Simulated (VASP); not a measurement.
# Si62As (a cell with a defect) in VASP: a series of runs, part 2 of 3

VASP 6.6.1.

### Step 3. Single point, PBE+D3(BJ)

File INCAR:

```
SYSTEM = Si62As
  PREC = Accurate
  ENCUT = 520
  EDIFF = 1E-6
  ISMEAR = 0
  SIGMA = 0.05
  LREAL = Auto
  LASPH = .True.
  NELM = 60
  ALGO = Normal
  ISIF = 2
  LWAVE = .False.
  LCHARG = .False.
  GGA = PE
  IVDW = 12
  NELECT = 252.0
  NBANDS = 164
```

File KPOINTS:

```
Automatic mesh
0
Gamma
  1 1 1
  0 0 0
```

File POSCAR:

```
Si62As
1.0
   10.8600000000      0.0000000000      0.0000000000
    0.0000000000     10.8600000000      0.0000000000
    0.0000000000      0.0000000000     10.8600000000
Si As
62 1
Direct
    0.4994392265      0.0002756906      0.0002756906
    0.6272770718      0.1252231123      0.1252231123
    0.7506355433      0.2493644567     -0.0018186004
    0.8747768877      0.3727229282      0.1252231123
    0.7506355433     -0.0018186004      0.2493644567
    0.8747768877      0.1252231123      0.3727229282
    0.0001443831     -0.0001443831     -0.0001443831
    0.1263567219      0.1248214549      0.1248214549
    0.2519792818      0.2496612339      0.0008704420
    0.3782909761      0.3766263352      0.1289994475
    0.4995229282      0.5004770718      0.0002406077
    0.6233736648      0.6217090239      0.1289994475
    0.7503387661      0.7480207182      0.0008704420
    0.8751785451      0.8736432781      0.1248214549
    0.2519792818      0.0008704420      0.2496612339
    0.3782909761      0.1289994475      0.3766263352
    0.5063767035      0.2502789134      0.2502789134
    0.7497210866      0.4936232965      0.2502789134
    0.8710005525      0.6217090239      0.3766263352
    0.4995229282      0.0002406077      0.5004770718
    0.6233736648      0.1289994475      0.6217090239
    0.7497210866      0.2502789134      0.4936232965
    0.8710005525      0.3766263352      0.6217090239
    0.7503387661      0.0008704420      0.7480207182
    0.8751785451      0.1248214549      0.8736432781
   -0.0002756906      0.5005607735      0.0002756906
    0.1253584715      0.6243069982      0.1262477901
    0.2494982505      0.7505017495      0.0009232965
    0.3756930018      0.8746415285      0.1262477901
    0.0018186004      0.2493644567      0.2493644567
    0.1243626151      0.3753709024      0.3753709024
    0.2510562615      0.5001383978      0.2526193370
    0.3745124309      0.6254875691      0.3790016575
    0.4998616022      0.7489437385      0.2526193370
    0.6246290976      0.8756373849      0.3753709024
   -0.0002756906      0.0002756906      0.5005607735
    0.1253584715      0.1262477901      0.6243069982
    0.2510562615      0.2526193370      0.5001383978
    0.3745124309      0.3790016575      0.6254875691
    0.6209983425      0.6254875691      0.6254875691
    0.7473806630      0.7489437385      0.5001383978
    0.8737522099      0.8746415285      0.6243069982
    0.2494982505      0.0009232965      0.7505017495
    0.3756930018      0.1262477901      0.8746415285
    0.4998616022      0.2526193370      0.7489437385
    0.6246290976      0.3753709024      0.8756373849
    0.7473806630      0.5001383978      0.7489437385
    0.8737522099      0.6243069982      0.8746415285
   -0.0008704420      0.7480207182      0.2496612339
    0.1243533149      0.8756466851      0.3758838858
   -0.0002406077      0.5004770718      0.5004770718
    0.1236334254      0.6261070902      0.6261070902
    0.2493030387      0.7506969613      0.5019725599
    0.3738929098      0.8763665746      0.6261070902
   -0.0008704420      0.2496612339      0.7480207182
    0.1243533149      0.3758838858      0.8756466851
    0.2493030387      0.5019725599      0.7506969613
    0.3738929098      0.6261070902      0.8763665746
    0.4980274401      0.7506969613      0.7506969613
    0.6241161142      0.8756466851      0.8756466851
   -0.0009232965      0.7505017495      0.7505017495
    0.1244842541      0.8755157459      0.8755157459
    0.5132024862      0.4867975138      0.4867975138
```

Potentials or basis: VASP PAW PBE potentials, release 64 (Si, As).

On the command line:

```sh
cat potpaw_PBE.64/Si/POTCAR potpaw_PBE.64/As/POTCAR > POTCAR
mpirun -np 1 vasp_gam > vasp.out
```

Run time: 7.2 min. Hardware: 1 thread of AMD EPYC 7R13 (Zen 3), shared host; peak memory 1.1 GiB.

Results (log left out):

- Free energy: -358.2300 eV
- Largest force: 0.030 eV/Å
- Dispersion energy per atom: -0.317 eV

Forces on the atoms (eV/Å):
```
Si   0.002 -0.001 -0.001
Si  -0.002 -0.010 -0.010
Si   0.004 -0.004  0.003
Si   0.010  0.002 -0.010
Si   0.004  0.003 -0.004
Si   0.010 -0.010  0.002
Si   0.005 -0.005 -0.005
Si   0.001  0.001  0.001
Si   0.002 -0.002  0.004
Si  -0.009  0.000 -0.009
Si  -0.004  0.004  0.000
Si   0.000  0.009 -0.009
Si   0.002 -0.002  0.004
Si  -0.001 -0.001  0.001
Si   0.002  0.004 -0.002
Si  -0.009 -0.009  0.000
Si   0.010  0.005  0.005
Si  -0.005 -0.010  0.005
Si   0.009  0.009  0.000
Si  -0.004  0.000  0.004
Si   0.000 -0.009  0.009
Si  -0.005  0.005 -0.010
Si   0.009  0.000  0.009
Si   0.002  0.004 -0.002
Si  -0.001  0.001 -0.001
Si   0.001 -0.002 -0.001
Si   0.000  0.000 -0.002
Si  -0.001  0.001  0.001
Si   0.000  0.000 -0.002
Si  -0.003 -0.004 -0.004
Si   0.002  0.002  0.002
Si   0.000  0.000 -0.002
Si  -0.014  0.014 -0.002
Si   0.000  0.000 -0.002
Si  -0.002 -0.002  0.002
Si   0.001 -0.001 -0.002
Si   0.000 -0.002  0.000
Si   0.000 -0.002  0.000
Si  -0.014 -0.002  0.014
Si   0.002  0.014  0.014
Si   0.002  0.000  0.000
Si   0.002  0.000  0.000
Si  -0.001  0.001  0.001
Si   0.000 -0.002  0.000
Si   0.000 -0.002  0.000
Si  -0.002  0.002 -0.002
Si   0.002  0.000  0.000
Si   0.002  0.000  0.000
Si  -0.004 -0.002 -0.002
Si   0.000  0.000  0.002
Si   0.000  0.004  0.004
Si  -0.003  0.003  0.003
Si  -0.005  0.005 -0.003
Si  -0.003  0.003  0.003
Si  -0.004 -0.002 -0.002
Si   0.000  0.002  0.000
Si  -0.005 -0.003  0.005
Si  -0.003  0.003  0.003
Si   0.003  0.005  0.005
Si  -0.002  0.000  0.000
Si  -0.001  0.001  0.001
Si  -0.002  0.002  0.002
As   0.017 -0.017 -0.017
```

Levels at points of the mesh, in eV from the Fermi level:
```tsv
k point	band 122	band 123	band 124	band 125	band 126	band 127	band 128	band 129	band 130	band 131
(0.00, 0.00, 0.00)	-1.53	-0.93	-0.66	-0.66	-0.23	0.23	0.23	0.38	0.39	0.39
```

Caveat: the k points lie up to 0.58 Å⁻¹ apart; the cell carries a net charge on a neutralising background, which shifts energy and pressure; the cell is charged against a uniform background, so pressure and absolute levels hang on convention.

### Step 4. Single point, PBE+D3(BJ)

File INCAR:

```
SYSTEM = Si62As
PREC = Accurate ; ENCUT = 520
EDIFF = 1E-7 ; ISMEAR = 0
SIGMA = 0.05 ; LREAL = Auto
LASPH = .TRUE. ; NELM = 60
ALGO = Normal ; ISIF = 2
LWAVE = .FALSE. ; LCHARG = .FALSE.
GGA = PE ; IVDW = 12
NBANDS = 164 ; NELECT = 252.0
```

File KPOINTS:

```
Automatic mesh
0
G
  1 1 1
  0 0 0
```

File POSCAR:

```
Si62As
1.0
   10.8600000000      0.0000000000      0.0000000000
    0.0000000000     10.8600000000      0.0000000000
    0.0000000000      0.0000000000     10.8600000000
Si As
62 1
Direct
    0.5012017488     -0.0009243042     -0.0005947268
    0.6272314141      0.1240027098      0.1243862187
    0.7514366729      0.2484612438     -0.0013264691
    0.8759963047      0.3727573982      0.1242057223
    0.7513931687     -0.0016749698      0.2489655878
    0.8759556102      0.1238574979      0.3731522585
    0.0008896142     -0.0007060410     -0.0004382634
    0.1261346568      0.1243447069      0.1247042571
    0.2514846977      0.2504422575      0.0004880831
    0.3780020233      0.3745852612      0.1260568300
    0.5008457121      0.4993344814     -0.0005568947
    0.6253719969      0.6221425972      0.1262776713
    0.7495119599      0.7484734480      0.0005337039
    0.8757895267      0.8738648181      0.1244644480
    0.2514789480      0.0002230103      0.2508772153
    0.3780748709      0.1259228573      0.3749005044
    0.5045291542      0.2493864838      0.2495906243
    0.7508278640      0.4955805672      0.2495212087
    0.8742424865      0.6220223306      0.3748361278
    0.5008399354     -0.0008188392      0.4995990407
    0.6253235699      0.1260568330      0.6225257191
    0.7507228336      0.2492266641      0.4959193320
    0.8741799041      0.3746076661      0.6223179174
    0.7494345558      0.0002394727      0.7488553164
    0.8758798643      0.1242220670      0.8740843586
    0.0010344071      0.4988353876     -0.0005897461
    0.1260253839      0.6251875828      0.1271335854
    0.2501094722      0.7498850298      0.0014776081
    0.3748444380      0.8739425947      0.1270851882
    0.0014474386      0.2486256241      0.2490373454
    0.1255332155      0.3740636282      0.3745168014
    0.2541522910      0.4980168405      0.2532186710
    0.3753280316      0.6242141263      0.3816014712
    0.5017274448      0.7457080189      0.2534636767
    0.6257892711      0.8743602713      0.3745634576
    0.0009516228     -0.0009062203      0.4992599311
    0.1261616815      0.1268779799      0.6254591228
    0.2544579376      0.2531283606      0.4985207818
    0.3760029975      0.3820125642      0.6241729307
    0.6188093048      0.6243117945      0.6248513137
    0.7469511785      0.7455479535      0.4984291097
    0.8730993480      0.8739212364      0.6254049182
    0.2500818266      0.0011013536      0.7502030864
    0.3748645455      0.1267930376      0.8742341300
    0.5016031504      0.2532933114      0.7460115545
    0.6258679891      0.3740811964      0.8747935599
    0.7470777994      0.4980678614      0.7461496304
    0.8732426256      0.6251087147      0.8743582996
   -0.0001708774      0.7487029464      0.2508167549
    0.1255592561      0.8744936198      0.3745747267
    0.0009632103      0.4993204840      0.4996109363
    0.1232243868      0.6254496859      0.6258946363
    0.2503398787      0.7494786255      0.5024615237
    0.3746938826      0.8766435098      0.6255742144
   -0.0000955690      0.2505720778      0.7488276397
    0.1256246626      0.3741704224      0.8748039466
    0.2504494625      0.5020734876      0.7498496978
    0.3747334668      0.6253637122      0.8769304695
    0.4979868358      0.7496101327      0.7499013438
    0.6258898775      0.8745019364      0.8748588772
   -0.0013296077      0.7500921365      0.7503965986
    0.1251596895      0.8748905176      0.8752378943
    0.6121239501      0.3881763392      0.3883620213
```

Potentials or basis: VASP PAW PBE potentials, release 64 (Si, As).

On the command line:

```sh
cat potpaw_PBE.64/Si/POTCAR potpaw_PBE.64/As/POTCAR > POTCAR
mpirun -np 1 vasp_gam > vasp.out
```

OUTCAR:

```text
SYSTEM = Si62As
   PREC = Accurate
   ENCUT = 520
   EDIFF = 1E-7
   ISMEAR = 0
   LREAL = Auto
   LASPH = .TRUE.
   NELM = 60
   ISIF = 2
   GGA = PE
   IVDW = 12
   NELECT = 252.0
 IVDW          = 12

 ion  position               nearest neighbor table
   1  0.501  0.999  0.999-  60 2.34   2 2.36  29 2.38  44 2.38
   2  0.627  0.124  0.124-  17 2.34   3 2.35   5 2.35   1 2.36
   3  0.751  0.248  0.999-  25 2.34   2 2.35   4 2.35  46 2.35
   4  0.876  0.373  0.124-  18 2.34   3 2.35  30 2.35  26 2.36
   5  0.751  0.998  0.249-  14 2.34   6 2.35   2 2.35  35 2.35
   6  0.876  0.124  0.373-  22 2.34   5 2.35  30 2.35  36 2.36
[... 54 lines left out ...]
  61  0.999  0.750  0.750-  52 2.34  48 2.35  42 2.35  62 2.36
  62  0.125  0.875  0.875-   7 2.34  61 2.36  43 2.36  28 2.36
  63  0.612  0.388  0.388-  18 2.43  22 2.43  17 2.43

  LATTYP: Found a simple cubic cell.
 ALAT       =    10.8600000000

  Lattice vectors:

 A1 = (  10.8600000000,   0.0000000000,   0.0000000000)
 A2 = (   0.0000000000,  10.8600000000,   0.0000000000)
 A3 = (   0.0000000000,   0.0000000000,  10.8600000000)

Analysis of symmetry for initial positions (statically):
=====================================================================
 Subroutine PRICEL returns:
 Original cell was already a primitive cell.

 Routine SETGRP: Setting up the symmetry group for a
 simple cubic supercell.

 Subroutine GETGRP returns: Found  1 space group operations
 (whereof  1 operations were pure point group operations)
 out of a pool of 48 trial point group operations.

The static configuration has the point symmetry C_1 .

Analysis of symmetry for dynamics (positions and initial velocities):
=====================================================================
 Subroutine PRICEL returns:
 Original cell was already a primitive cell.
[... 228 lines left out ...]
  Fermi-wavevector in a.u.,A,eV,Ry     =   0.952164  1.799329 12.335269  0.906617
  Thomas-Fermi vector in A             =   2.080702
   LORBIT       =      0    0 simple, 1 ext, 2 COOP (PROOUT), +10 PAW based schemes
   GGA     = PE    functional components
   LHFCALC =     F    Hartree Fock is set to
   AEXX    =    0.0000 exact exchange contribution
   IVDW    =    12    specifies the selected vdW correction
   LEPSILON=     F    determine dielectric tensor
   LRPA    =     F    only Hartree local field effects (RPA)
 non-spin polarized calculation
 Gauss-broadening in eV      SIGMA  =   0.05
  energy-cutoff  :      520.00
  volume of cell :     1280.82
 maximum number of plane-waves:     17229
 NGX is ok and might be reduce to    84
   NGX = 41   NGY = 41   NGZ = 41

 number of electron     251.9999986 magnetization

 Free energy of the ion-electron system (eV)
  ---------------------------------------------------
  ext. energy  EPLUGINS =         0.00000000
  ---------------------------------------------------
  free energy    TOTEN  =      -338.27042096 eV

  energy without entropy =     -338.27042096  energy(sigma->0) =     -338.27042096

 E-fermi :   6.0664     XC(G=0):  -9.3264

 val. band max:        5.8368391413   @ k =   0.0000   0.0000   0.0000
 cond. band min:       6.2971986256   @ k =   0.0000   0.0000   0.0000
 fundamental gap:      0.4603594844
 Fermi energy:         6.0663823196

 k-point     1 :       0.0000    0.0000    0.0000
  band No.  band energies     occupation
      1      -6.3303      2.00000
      2      -5.7659      2.00000
      3      -5.1539      2.00000
      4      -5.1538      2.00000
      5      -5.1489      2.00000
      6      -5.1484      2.00000
[... 130 lines left out ...]
    137       6.8670      0.00000
    138       6.9653      0.00000
 [bands above 138 left out]

------------------------ aborting loop because EDIFF is reached ----------------------------------------

 Edisp (eV)  -19.96005

 E6    (eV) :   -11.6815

 E8    (eV) :    -8.2785

  FORCE on cell =-STRESS in cart. coord.  units (eV):
  Direction    XX          YY          ZZ          XY          YZ          ZX
  --------------------------------------------------------------------------------------
  -------------------------------------------------------------------------------------
  Total     -12.01501   -12.12592   -12.03646    -4.57243     4.57269    -4.54141
  in kB     -15.02953   -15.16826   -15.05635    -5.71963     5.71996    -5.68083
  external pressure =      -15.08 kB  Pullay stress =        0.00 kB

 VOLUME and BASIS-vectors are now :
 -----------------------------------------------------------------------------
  energy-cutoff  :      520.00
  volume of cell :     1280.82
      direct lattice vectors                 reciprocal lattice vectors
    10.860000000  0.000000000  0.000000000     0.092081031  0.000000000  0.000000000
     0.000000000 10.860000000  0.000000000     0.000000000  0.092081031  0.000000000
     0.000000000  0.000000000 10.860000000     0.000000000  0.000000000  0.092081031

 POSITION                                       TOTAL-FORCE (eV/Angst)
 -----------------------------------------------------------------------------------
      5.44305     10.84996     10.85354        -0.012843      0.008185      0.006713
      6.81173      1.34667      1.35083         0.008823     -0.005505     -0.004210
      8.16060      2.69829     10.84559         0.002220     -0.000573     -0.001463
      9.51332      4.04815      1.34887         0.003583     -0.005772     -0.000255
      8.16013     10.84181      2.70377        -0.001945     -0.008761     -0.008723
      9.51288      1.34509      4.05243         0.002622      0.004414     -0.002922
[... 55 lines left out ...]
      1.35923      9.50131      9.50508        -0.000297      0.003099     -0.000630
      6.64767      4.21560      4.21761        -0.008804      0.004059      0.005362
 -----------------------------------------------------------------------------------
    total drift:                                0.016392     -0.015000     -0.022026

  FREE ENERGIE OF THE ION-ELECTRON SYSTEM (eV)
  ---------------------------------------------------
  free  energy   TOTEN  =      -358.2304715246 eV

  energy  without entropy=     -358.2304715245  energy(sigma->0) =     -358.23047152
```

stdout:

```text
POSCAR found type information on POSCAR SiAs
 POSCAR found :  2 types and      63 ions
 scaLAPACK will be used
 LDA part: xc-table for (Slater+PW92), standard interpolation
 POSCAR, INCAR and KPOINTS ok, starting setup
 FFT: planning ... GRIDC
 FFT: planning ... GRID_SOFT
 FFT: planning ... GRID
 WAVECAR not read
 entering main loop
 the old and the new charge density differ
 old charge density:   253.00000 new  252.00000
    0.276E+01
```

Wall time 6.1 min (1 thread of Intel Xeon Platinum 8559C (Emerald Rapids), shared host); peak memory 1 GiB.

Results:

```
Free energy                : -358.2305 eV
Largest force              : 0.027 eV/Å
Dispersion energy per atom : -0.317 eV
```

Forces on the atoms (eV/Å):
```
Si  -0.013  0.008  0.007
Si   0.009 -0.006 -0.004
Si   0.002 -0.001 -0.001
Si   0.004 -0.006  0.000
Si  -0.002 -0.009 -0.009
Si   0.003  0.004 -0.003
Si   0.002 -0.004 -0.003
Si   0.002 -0.004 -0.005
Si  -0.003 -0.004  0.003
Si  -0.004  0.003  0.002
Si  -0.002 -0.001 -0.006
Si   0.000  0.000  0.000
Si   0.001  0.006  0.000
Si   0.000  0.004  0.001
Si   0.003 -0.002 -0.005
Si  -0.007 -0.002  0.004
Si  -0.017 -0.013 -0.012
Si   0.012  0.015 -0.019
Si   0.004  0.007  0.004
Si  -0.004 -0.002  0.006
Si  -0.006 -0.007  0.000
Si   0.017 -0.012  0.012
Si   0.004  0.000  0.004
Si   0.009 -0.003 -0.003
Si   0.001 -0.004 -0.001
Si  -0.008  0.008  0.004
Si   0.008  0.004  0.001
Si   0.000 -0.002 -0.006
Si  -0.004 -0.003  0.006
Si   0.004 -0.005 -0.007
Si   0.002  0.007  0.005
Si  -0.005 -0.002 -0.003
Si   0.005  0.003  0.009
Si  -0.002  0.001 -0.003
Si   0.004  0.003 -0.002
Si  -0.001  0.002  0.007
Si   0.008  0.001  0.002
Si  -0.005 -0.005 -0.003
Si  -0.007  0.006  0.010
Si  -0.014 -0.001  0.003
Si   0.007  0.007 -0.001
Si  -0.004 -0.002  0.006
Si   0.004  0.001  0.001
Si  -0.002 -0.004 -0.009
Si   0.006 -0.005  0.000
Si  -0.004  0.005  0.003
Si   0.003  0.000  0.002
Si  -0.002 -0.002 -0.007
Si   0.003 -0.010 -0.004
Si   0.000  0.005  0.004
Si   0.005  0.001  0.002
Si  -0.003  0.005  0.003
Si  -0.003  0.006 -0.002
Si  -0.006  0.000  0.008
Si  -0.001 -0.005  0.000
Si   0.001  0.006 -0.004
Si   0.002 -0.003  0.004
Si  -0.012  0.003  0.003
Si   0.006  0.007  0.002
Si  -0.004 -0.002 -0.004
Si   0.009 -0.008 -0.004
Si   0.000  0.003 -0.001
As  -0.009  0.004  0.005
```

Caveat: the k points lie up to 0.58 Å⁻¹ apart; the cell carries a net charge on a neutralising background, which shifts energy and pressure; the cell is charged against a uniform background, so pressure and absolute levels hang on convention.

[end of part 2 of 3]
